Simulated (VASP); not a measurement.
Wanted: the native input for a VASP 6.6.1 run.

```yaml
Task: single point
Functional: PBE
Potentials_or_basis: VASP PAW PBE potentials, release 64 (Ga_d, H, C)
Cutoff: 520 eV
k_mesh: 6 × 6 × 8
Occupations: gaussian, width 0.1 eV
Spin: collinear spin
Starting_moments: "[0.0, 0.0, 0.0, 0.0, 1.0, 1.0] μB"
Dipole_correction: no
Further_INCAR_settings: ALGO = Normal; EDIFF = 1e-06; NBANDS = 25
```

The structure of GaH3C2 lies in POSCAR:

```
GaH3C2
1.0
    4.6293242331      0.0000000000      0.0000000000
   -2.3146621166      4.0091123882      0.0000000000
    0.0000000000      0.0000000000      2.2180416730
Ga H C
1 3 2
Direct
    0.0000000000      0.0000000000      0.0000000000
    0.5000000000      0.0000000000      0.5000000000
    0.5000000000      0.5000000000      0.5000000000
    0.0000000000      0.5000000000      0.5000000000
    0.3333333333      0.6666666667      0.0000000000
    0.6666666667      0.3333333333      0.0000000000
```

The cell was generated, and may not be a known phase.

The input as run:

INCAR

```
PREC = Accurate
ENCUT = 520
EDIFF = 1E-6
ISMEAR = 0
SIGMA = 0.1
LREAL = False
LASPH = True
NELM = 150
ALGO = Normal
ISIF = 2
LWAVE = False
LCHARG = False
ISPIN = 2
MAGMOM = 0 0 0 0 1 1
LORBIT = 11
GGA = PE
NBANDS = 25
```

KPOINTS

```
Automatic mesh
0
Gamma
  6 6 8
```

Potentials or basis: VASP PAW PBE potentials, release 64 (Ga_d, H, C).

The run is started by

```bash
$ cat potpaw_PBE.64/Ga_d/POTCAR potpaw_PBE.64/H/POTCAR potpaw_PBE.64/C/POTCAR > POTCAR
$ mpirun -np 1 vasp_std > vasp.out
```

It gave:

```
Pressure                                              : 1.3 GPa
Band gap on the k mesh                                : zero (filled and empty bands overlap)
Net moment                                            : 0.00 μB per cell
Valence electrons inside the program's atomic spheres : Ga 11.75; H 0.42; C 2.12
```

Caveat: the stress differs along the axes, from -1 to 6 GPa.

Run time: 26 s on 1 thread of Intel(R) Xeon(R) 6975P-C (Granite Rapids), with other jobs on the host, peak memory 0.2 GiB.
